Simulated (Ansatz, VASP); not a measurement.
# One calculation of TaN, two programs

```
Ta N
1.0
     0.00000    2.20319    2.17427
     2.20319    0.00000    2.17427
     2.20319    2.20319    0.00000
Ta N
1 1
Direct
  0.49782 0.50218 0.50218
  0.02817 0.97183 0.97183
```

Change from the starting cell: mode 4 frozen in at -0.122 Å, equal normal strain along x and y +0.0133.

Alike in both runs: task single point; functional LDA; k mesh 18 × 18 × 18; occupations gaussian, width 0.15 eV; no spin polarisation.

|  | VASP | Ansatz |
| --- | --- | --- |
| version | VASP 6.6.1 | Ansatz 0.2.0 |
| potentials or method | VASP PAW LDA potentials, release 64 (Ta_sv_GW, N), cutoff 700 eV | scalar-relativistic, plane waves, PAW |
| valence electrons in the cell | 18 | 18 |

Ansatz gave:

| Item | Value |
| --- | --- |
| gap on the k mesh at the Fermi level (eV) | none |
| pressure (GPa) | -6.3 |
| traceless stress, the component that is largest in VASP (GPa) | -5.67 |
| rms of the force components (eV/Å) | 0.605 |

Q: Which values does VASP return?

A: gap on the k mesh at the Fermi level (eV): none; pressure (GPa): -5.4; traceless stress, the component that is largest in VASP (GPa): -5.73; rms of the force components (eV/Å): 0.619.

LDA's correlation is that of Perdew and Zunger in VASP and of Perdew and Wang (1992) in Ansatz. Atom by atom the forces differ by 0.014 eV/Å (rms over components). A gap of «none» marks a metal or a gap that the smearing closes.

Neither program's run includes spin-orbit coupling.
